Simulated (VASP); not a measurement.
# BN (R3m) in VASP: a series of runs

The runs below take BN through single point, relaxation of cell and atoms, with PBEsol+D3(BJ).

Program: VASP 6.6.1. These are calculated values, not measurements. Logs are shortened: lines on timing, memory, paths and dates and some standing lists are left out, and cuts for length are marked.

### 1 The cell of the first run

It takes space group R3m (No. 160, trigonal). Conventional cell: a = 2.500 Å, b = 2.500 Å, c = 9.561 Å, α = 90.00°, β = 90.00°, γ = 120.00°. B (site symmetry 3m) has 3 N at 1.44 Å within 1.9 Å. Within 1.9 Å of N (site symmetry 3m) lie 3 B at 1.44 Å.

### 2 Single point, PBEsol+D3(BJ)

File INCAR:

```
ALGO = Normal ; EDIFF = 1E-7
ENCUT = 520 ; GGA = PS
ISIF = 2 ; ISMEAR = 0
IVDW = 12 ; LASPH = T
LCHARG = T ; LELF = T
LREAL = F ; LVHAR = T
LWAVE = F ; NBANDS = 11
NELM = 100 ; PREC = Accurate
SIGMA = 0.02
```

File KPOINTS:

```
k-points
0
Gamma
  15 15 15
```

File POSCAR:

```
BN
1.0
    1.2500071073      0.7216919399      3.1870498609
   -1.2500071073      0.7216919399      3.1870498609
    0.0000000000     -1.4433838798      3.1870498608
B N
1 1
Direct
    0.9997746531      0.9997746531      0.9997746531
    0.3326583469      0.3326583469      0.3326583469
```

Potentials or basis: VASP PAW PBE potentials, release 64 (B, N).

Launch:

```console
cat potpaw_PBE.64/B/POTCAR potpaw_PBE.64/N/POTCAR > POTCAR
mpirun -np 1 vasp_std > vasp.out
```

OUTCAR:

```text
EDIFF = 1E-7
   ENCUT = 520
   GGA = PS
   ISIF = 2
   ISMEAR = 0
   IVDW = 12
   LASPH = T
   LREAL = F
   NELM = 100
   PREC = Accurate
 IVDW          = 12

 ion  position               nearest neighbor table
   1  1.000  1.000  1.000-   2 1.44   2 1.44   2 1.44
   2  0.333  0.333  0.333-   1 1.44   1 1.44   1 1.44

  LATTYP: Found a trigonal (rhomboedric) cell.
 ALAT       =     3.4986631504
 COS(alpha) =     0.7447000683

  Lattice vectors:

 A1 = (   1.2500071073,   0.7216919399,   3.1870498609)
 A2 = (  -1.2500071073,   0.7216919399,   3.1870498609)
 A3 = (   0.0000000000,  -1.4433838798,   3.1870498608)

Analysis of symmetry for initial positions (statically):
=====================================================================
 Subroutine PRICEL returns:
 Original cell was already a primitive cell.

 Routine SETGRP: Setting up the symmetry group for a
 trigonal (rhombohedral) supercell.

 Subroutine GETGRP returns: Found  6 space group operations
 (whereof  6 operations were pure point group operations)
 out of a pool of 12 trial point group operations.

The static configuration has the point symmetry C_3v.

Analysis of symmetry for dynamics (positions and initial velocities):
=====================================================================
 Subroutine PRICEL returns:
 Original cell was already a primitive cell.

 Routine SETGRP: Setting up the symmetry group for a
 trigonal (rhombohedral) supercell.

 Subroutine GETGRP returns: Found  6 space group operations
 (whereof  6 operations were pure point group operations)
 out of a pool of 12 trial point group operations.

The dynamic configuration has the point symmetry C_3v.

 Subroutine INISYM returns: Found  6 space group operations
 (whereof  6 operations are pure point group operations),
 and found     1 'primitive' translations

----------------------------------------------------------------------------------------

                                     Primitive cell

  volume of cell :      17.2506

  direct lattice vectors                    reciprocal lattice vectors
     1.250007107  0.721691940  3.187049861     0.399997726  0.230938795  0.104589934
    -1.250007107  0.721691940  3.187049861    -0.399997726  0.230938795  0.104589934
     0.000000000 -1.443383880  3.187049861     0.000000000 -0.461877589  0.104589934

  length of vectors
     3.498663150  3.498663150  3.498663150     0.473571496  0.473571496  0.473571496

  position of ions in fractional coordinates (direct lattice)
     0.999774653  0.999774653  0.999774653
     0.332658347  0.332658347  0.332658347

  ion indices of the primitive-cell ions
[... 87 lines left out ...]
   NUPDOWN=      -1.0000    fix difference up-down
   EMIN   =  10.00;   EMAX   =-10.00  energy-range for DOS
   EFERMI =   0.00;   METHOD = LEGACY
   ISMEAR =     0;   SIGMA  =   0.02  broadening in eV -4-tet -1-fermi 0-gaus
   EFERMI_NEDOS =   21; number of points for ismear=-14 and -15
   IALGO  =     38    algorithm
   IMIX   =      4    mixing-type and parameters
     AMIX     =   0.40;   BMIX     =  1.00
     AMIX_MAG =   1.60;   BMIX_MAG =  1.00
  volume/ion in A,a.u.               =       8.63        58.21
  Fermi-wavevector in a.u.,A,eV,Ry     =   1.267175  2.394614 21.847325  1.605733
  Thomas-Fermi vector in A             =   2.400337
   LORBIT       =      0    0 simple, 1 ext, 2 COOP (PROOUT), +10 PAW based schemes
   GGA     = PS    functional components
   LHFCALC =     F    Hartree Fock is set to
   AEXX    =    0.0000 exact exchange contribution
   IVDW    =    12    specifies the selected vdW correction
   LEPSILON=     F    determine dielectric tensor
   LRPA    =     F    only Hartree local field effects (RPA)
 non-spin polarized calculation
 Gauss-broadening in eV      SIGMA  =   0.02
  energy-cutoff  :      520.00
  volume of cell :       17.25
 maximum number of plane-waves:       477
 NGX is ok and might be reduce to    28
   NGX = 13   NGY = 13   NGZ = 13

 number of electron       8.0000000 magnetization

 Free energy of the ion-electron system (eV)
  ---------------------------------------------------
  ext. energy  EPLUGINS =         0.00000000
  ---------------------------------------------------
  free energy    TOTEN  =       -18.27691495 eV

  energy without entropy =      -18.27691495  energy(sigma->0) =      -18.27691495

 E-fermi :   2.7513     XC(G=0): -10.5959

 val. band max:        2.5830082645   @ k =  -0.2000   0.4000   0.0667
 cond. band min:       6.6159291568   @ k =  -0.4667   0.4667   0.0000
 fundamental gap:      4.0329208923
 Fermi energy:         2.7512955076

 k-point     1 :       0.0000    0.0000    0.0000
  band No.  band energies     occupation
      1     -15.2997      2.00000
      2      -1.3478      2.00000
      3       1.2776      2.00000
      4       1.2776      2.00000
      5       7.8520      0.00000
      6      14.2068      0.00000
      7      14.2068      0.00000
      8      15.7626      0.00000
      9      17.5931      0.00000
     10      28.3865      0.00000
     11      31.3136      0.00000
[... 309 lines left out ...]
 k-point    24 :       0.2000    0.1333    0.0000
  band No.  band energies     occupation
      1     -14.6497      2.00000
      2      -1.0604      2.00000
      3      -0.7523      2.00000
      4       0.1810      2.00000
      5       9.4121      0.00000
      6      13.6179      0.00000
      7      14.3289      0.00000
      8      16.3636      0.00000
      9      19.3486      0.00000
     10      24.8587      0.00000
     11      28.8875      0.00000

 [... further k-points ...]

------------------------ aborting loop because EDIFF is reached ----------------------------------------

 Edisp (eV)   -0.21101

 E8    (eV) :    -0.1052

  FORCE on cell =-STRESS in cart. coord.  units (eV):
  Direction    XX          YY          ZZ          XY          YZ          ZX
  --------------------------------------------------------------------------------------
  -------------------------------------------------------------------------------------
  Total       0.05977     0.05977    -0.01447     0.00000     0.00000    -0.00000
  in kB       5.55132     5.55132    -1.34388     0.00000     0.00000    -0.00000
  external pressure =        3.25 kB  Pullay stress =        0.00 kB

 VOLUME and BASIS-vectors are now :
 -----------------------------------------------------------------------------
  energy-cutoff  :      520.00
  volume of cell :       17.25
      direct lattice vectors                 reciprocal lattice vectors
     1.250007107  0.721691940  3.187049861     0.399997726  0.230938795  0.104589934
    -1.250007107  0.721691940  3.187049861    -0.399997726  0.230938795  0.104589934
     0.000000000 -1.443383880  3.187049861     0.000000000 -0.461877589  0.104589934

 POSITION                                       TOTAL-FORCE (eV/Angst)
 -----------------------------------------------------------------------------------
      0.00000      0.00000      9.55900         0.000000      0.000000      0.000351
      0.00000      0.00000      3.18060         0.000000      0.000000     -0.000351
 -----------------------------------------------------------------------------------
    total drift:                                0.000000     -0.000000      0.000008

  FREE ENERGIE OF THE ION-ELECTRON SYSTEM (eV)
  ---------------------------------------------------
  free  energy   TOTEN  =       -18.4879291363 eV

  energy  without entropy=      -18.4879291363  energy(sigma->0) =      -18.48792914
```

OSZICAR:

```text
N       E                     dE             d eps       ncg     rms          rms(c)
DAV:   1     0.125823491028E+02    0.12582E+02   -0.46900E+03  7680   0.692E+02
DAV:   2    -0.192247011019E+02   -0.31807E+02   -0.30532E+02  8978   0.162E+02
DAV:   3    -0.199749999049E+02   -0.75030E+00   -0.74906E+00  9220   0.227E+01
DAV:   4    -0.199769765211E+02   -0.19766E-02   -0.19766E-02  8299   0.130E+00
DAV:   5    -0.199769833265E+02   -0.68054E-05   -0.68053E-05  9213   0.687E-02    0.781E+00
DAV:   6    -0.184710838150E+02    0.15059E+01   -0.48204E+00  8649   0.121E+01    0.364E+00
DAV:   7    -0.183171369831E+02    0.15395E+00   -0.22657E-01  9032   0.352E+00    0.218E+00
DAV:   8    -0.182767617073E+02    0.40375E-01   -0.10094E-01  9089   0.196E+00    0.240E-01
DAV:   9    -0.182767368874E+02    0.24820E-04   -0.22359E-03  8354   0.387E-01    0.129E-01
DAV:  10    -0.182769035396E+02   -0.16665E-03   -0.30873E-04  8503   0.134E-01    0.210E-02
DAV:  11    -0.182769150905E+02   -0.11551E-04   -0.23443E-05  8985   0.332E-02    0.171E-02
DAV:  12    -0.182769148899E+02    0.20064E-06   -0.52256E-06  8429   0.150E-02    0.102E-03
DAV:  13    -0.182769149452E+02   -0.55298E-07   -0.17961E-07  8751   0.383E-03
   1 F= -.18487929E+02 E0= -.18487929E+02  d E =-.715826E-35
```

stdout:

```text
POSCAR found type information on POSCAR B N
 POSCAR found :  2 types and       2 ions
 scaLAPACK will be used
 -----------------------------------------------------------------------------
|                                                                             |
|                                                                             |
|     You enforced a specific xc type in the INCAR file but a different       |
|     I HOPE YOU KNOW WHAT YOU ARE DOING!                                     |
|                                                                             |
 -----------------------------------------------------------------------------

 LDA part: xc-table for (Slater+PW92), standard interpolation
 POSCAR, INCAR and KPOINTS ok, starting setup
 FFT: planning ... GRIDC
 FFT: planning ... GRID_SOFT
 FFT: planning ... GRID
 WAVECAR not read
 entering main loop
```

Wall time 83 s (1 thread of Intel Xeon Platinum 8488C (Sapphire Rapids), shared host); peak memory 0.21 GiB.

Results:

```
Free energy                : -18.4879 eV
Pressure                   : 0.3 GPa
Band gap on the k mesh     : 4.03 eV (least direct gap 4.66 eV)
Dispersion energy per atom : -0.106 eV
```

Stress tensor (GPa, compression positive):
```
 0.56  0.00  0.00
 0.00  0.56  0.00
 0.00  0.00 -0.13
```

Caveat: the PAW data sets were made with another functional, which shifts forces and pressure a little.

### 3 Relaxation of cell and atoms, PBEsol+D3(BJ)

This run uses another cell than the first one, of 9.14 Å³/atom.

File INCAR:

```
ALGO     = Normal         # electronic algorithm
EDIFF    = 1E-6           # SCF threshold, eV
EDIFFG   = -0.002         # ionic threshold
ENCUT    = 600            # plane-wave cutoff, eV
GGA      = PS             # functional
IBRION   = 2              # ionic algorithm
ISIF     = 3              # what is computed and relaxed
ISMEAR   = 0              # smearing method
IVDW     = 12             # dispersion correction
LASPH    = T              # aspherical terms in the spheres
LCHARG   = F              # write CHGCAR
LREAL    = F              # projectors in reciprocal space
LWAVE    = F              # write WAVECAR
NELM     = 100            # most SCF steps
NSW      = 100            # ionic steps
PREC     = Accurate       # precision mode
SIGMA    = 0.02           # smearing width, eV
```

KPOINTS is that of step 2.

File POSCAR:

```
BN
1.0
    1.2511217832      0.7223354983      3.3729344033
   -1.2511217832      0.7223354983      3.3729344033
    0.0000000000     -1.4446709967      3.3729344033
B N
1 1
Direct
    0.9996712000      0.9996712000      0.9996712000
    0.3327618000      0.3327618000      0.3327618000
```

Potentials or basis: VASP PAW PBE potentials, release 64 (B, N).

Launch:

```console
cat potpaw_PBE.64/B/POTCAR potpaw_PBE.64/N/POTCAR > POTCAR
mpirun -np 1 vasp_std > vasp.out
```

Wall time 8.5 min (1 thread of Intel Xeon Platinum 8488C (Sapphire Rapids), shared host); peak memory 0.22 GiB.

It converged, with:

```yaml
Free_energy: -18.4936 eV
Relaxed_volume: 8.56 Å³/atom
Relaxed_cell: a = 3.474 Å, b = 3.474 Å, c = 3.474 Å, α = 42.19°, β = 42.19°, γ = 42.19°
Space_group_after_relaxing_to_0.1_Å: R3m (No. 160)
Energy_gained_by_relaxing: 3.4 meV/atom
Ionic_steps: 13
Pressure_after_relaxing: 0.0 GPa
Band_gap_on_the_k_mesh: 4.00 eV (least direct gap 4.66 eV)
Dispersion_energy_per_atom: -0.106 eV
```

Step by step:
```tsv
step	energy change (eV)	largest force (eV/Å)	pressure (GPa)	volume (Å³)
1	0.0000	0.0026	-0.93	18.29
2	-0.0007	0.0019	0.27	18.15
3	-0.0008	0.0039	0.79	18.09
4	-0.0011	0.0050	0.77	18.06
5	-0.0019	0.0081	0.70	17.98
6	-0.0034	0.0146	0.51	17.82
7	-0.0057	0.0287	0.24	17.50
8	-0.0060	0.0635	-0.20	16.86
9	-0.0067	0.0453	-0.02	17.17
10	-0.0067	0.0471	-0.03	17.14
11	-0.0068	0.0076	0.02	17.12
12	-0.0068	0.0008	0.02	17.11
13	-0.0068	0.0012	0.01	17.11
```

Final structure:
```cif
data_structure
_symmetry_space_group_name_H-M 'P 1'
_symmetry_Int_Tables_number 1
_cell_length_a 3.4742
_cell_length_b 3.4742
_cell_length_c 3.4742
_cell_angle_alpha 42.186
_cell_angle_beta 42.186
_cell_angle_gamma 42.186
_cell_volume 17.11
loop_
_atom_site_label
_atom_site_type_symbol
_atom_site_fract_x
_atom_site_fract_y
_atom_site_fract_z
_atom_site_occupancy
B1 B 0.99981 0.99981 0.99981 1
N1 N 0.33262 0.33262 0.33262 1
```

Levels at points of the mesh, in eV from the valence-band top:
```
           k point  band 1  band 2  band 3  band 4  band 5  band 6  band 7  band 8
(0.00, 0.00, 0.00)  -17.90   -3.88   -1.31   -1.31    5.32   11.61   11.61   13.17
```

Caveat: the PAW data sets were made with another functional, which shifts forces and pressure a little. A k mesh can miss the band edges.
